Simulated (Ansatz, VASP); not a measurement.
One calculation of Al, two programs

File INCAR:

```
  PREC = Accurate
  ENCUT = 520
  EDIFF = 1E-6
  ISMEAR = 0
  SIGMA = 0.15
  LREAL = False
  LASPH = True
  NELM = 60
  ALGO = Fast
  ISIF = 2
  LWAVE = False
  LCHARG = False
  GGA = PS
  NBANDS = 8
```

The input KPOINTS:

```
regular mesh
0
Gamma
  20 20 20
```

Contents of POSCAR:

```
Al
1.0
    0.0000000000      1.9936203000      1.9632606000
    1.9936203000      0.0000000000      1.9632606000
    1.9936203000      1.9936203000      0.0000000000
Al
1
Direct
    0.0000000000      0.0000000000      0.0000000000
```

Input for Ansatz:

```yaml
crystal:
  lattice:
    - [0.0, 1.9936203, 1.9632606]
    - [1.9936203, 0.0, 1.9632606]
    - [1.9936203, 1.9936203, 0.0]
  atoms:
    - { symbol: Al, position: [0.0, 0.0, 0.0] }
basis:
  ecutwfc: 420
kpoints:
  mp_grid: { grid: [20, 20, 20] }
hamiltonian:
  xc: pbesol
scf:
  occupations: { method: gaussian, width: 0.15 }
output:
  forces: true
  stress: true
  eigenvalues: true
```

Change from the starting cell: strain -0.015 along x and y, -0.030 along z, atoms carried along.

Alike in both runs: task single point; functional PBEsol; k mesh 20 × 20 × 20; occupations gaussian, width 0.15 eV; no spin polarisation.

|  | VASP | Ansatz |
| --- | --- | --- |
| version | VASP 6.6.1 | Ansatz 0.2.0 |
| potentials or method | VASP PAW PBE potentials, release 64 (Al), cutoff 520 eV | scalar-relativistic, plane waves, PAW |
| valence electrons in the cell | 3 | 3 |

|  | VASP | Ansatz | Ansatz less VASP |
| --- | --- | --- | --- |
| gap on the k mesh at the Fermi level (eV) | none | none | - |
| pressure (GPa) | 3.3 | 3.2 | -0.08 |
| traceless stress, the component that is largest in VASP (GPa) | 0.33 | 0.33 | -0.007 |

VASP's potentials were made for PBE, not for PBEsol. A gap of «none» marks a metal or a gap that the smearing closes.
